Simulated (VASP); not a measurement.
Input of a VASP 6.6.1 run:

The input INCAR:

```
SYSTEM = Se
  PREC = Accurate
  ENCUT = 520
  EDIFF = 1E-6
  ISMEAR = -1
  SIGMA = 0.05
  LREAL = .FALSE.
  LASPH = .TRUE.
  NELM = 60
  ALGO = Normal
  ISIF = 2
  LWAVE = .FALSE.
  LCHARG = .FALSE.
  GGA = PE
  NBANDS = 9
```

File KPOINTS:

```
Automatic mesh
0
G
  15 15 15
  0 0 0
```

File POSCAR:

```
Se
1.0
    0.0000000000      1.8282640298      1.8282640298
    1.8282640298      0.0000000000      1.8282640298
    1.8282640298      1.8282640298      0.0000000000
Se
1
Direct
    0.0000000000      0.0000000000      0.0000000000
```

Potentials or basis: VASP PAW PBE potentials, release 64 (Se).

Launch:

```sh
$ cat potpaw_PBE.64/Se/POTCAR > POTCAR
$ mpirun -np 1 vasp_std > vasp.out
```

(1) Predict the pressure.

(2) Estimate the band gap on the k mesh.

Results:

(1) 112.7 GPa.

(2) zero (bands 3 and 4 overlap by 11.30 eV).

Caveat: the cell stands under pressure.
